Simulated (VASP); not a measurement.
Wanted: the native input for a VASP 6.6.1 run.

| Property | Result |
| --- | --- |
| Task | single point |
| Functional | PBE |
| Potentials or basis | VASP PAW PBE potentials, release 64 (Sr_sv, Ti_sv, O) |
| Cutoff | 520 eV |
| k mesh | 6 × 6 × 6 |
| Occupations | gaussian, width 0.05 eV |
| Spin | no spin polarisation |
| Dipole correction | no |
| Further INCAR settings | ALGO = Normal; EDIFF = 1e-06; NBANDS = 51 |

The structure of SrTiO3 lies in POSCAR:

```
SrTiO3
1.0
   -3.9364035682      0.0000000000     -3.9364035682
    0.0000000000     -3.9364035682     -3.9364035682
   -3.9364035682     -3.9364035682      0.0000000000
Sr Ti O
2 2 6
Direct
    0.0029302028      0.0029302028     -0.0029302028
    0.5029302028      0.5029302028      0.4970697972
    0.2636211251      0.2636211251      0.2363788749
    0.7636211251      0.7636211251      0.7363788749
   -0.0180797774      0.4819202226      0.0180797774
    0.4819202226     -0.0180797774      0.5180797774
   -0.0180797774      0.4819202226      0.5180797774
    0.4819202226     -0.0180797774      0.0180797774
   -0.0206406682     -0.0206406682      0.5206406682
    0.4793593318      0.4793593318      0.0206406682
```

This cell differs from its parent crystal: atoms displaced along a vibrational mode.

The input as run:

INCAR

```
PREC = Accurate ; ENCUT = 520
EDIFF = 1E-6 ; ISMEAR = 0
SIGMA = 0.05 ; LREAL = False
LASPH = True ; NELM = 100
ALGO = Normal ; ISIF = 2
LWAVE = False ; LCHARG = False
GGA = PE ; NBANDS = 51
```

KPOINTS

```
regular mesh
0
Gamma
  6 6 6
```

Potentials or basis: VASP PAW PBE potentials, release 64 (Sr_sv, Ti_sv, O).

Launch:

```console
$ cat potpaw_PBE.64/Sr_sv/POTCAR potpaw_PBE.64/Ti_sv/POTCAR potpaw_PBE.64/O/POTCAR > POTCAR
$ mpirun -np 1 vasp_std > vasp.out
```

Results of the run:

```
Pressure               : 6.0 GPa
Largest force          : 2.943 eV/Å
Band gap on the k mesh : 1.98 eV
```

Caveat: the cell differs from its parent crystal (atoms displaced along a vibrational mode); the cell stands under pressure; forces of over 1 eV/Å act on the atoms, so gaps and moduli don't describe the material at rest.

It took 3.3 min on 1 thread of Intel(R) Xeon(R) Platinum 8488C (Sapphire Rapids), on a shared host, peak memory 0.35 GiB.
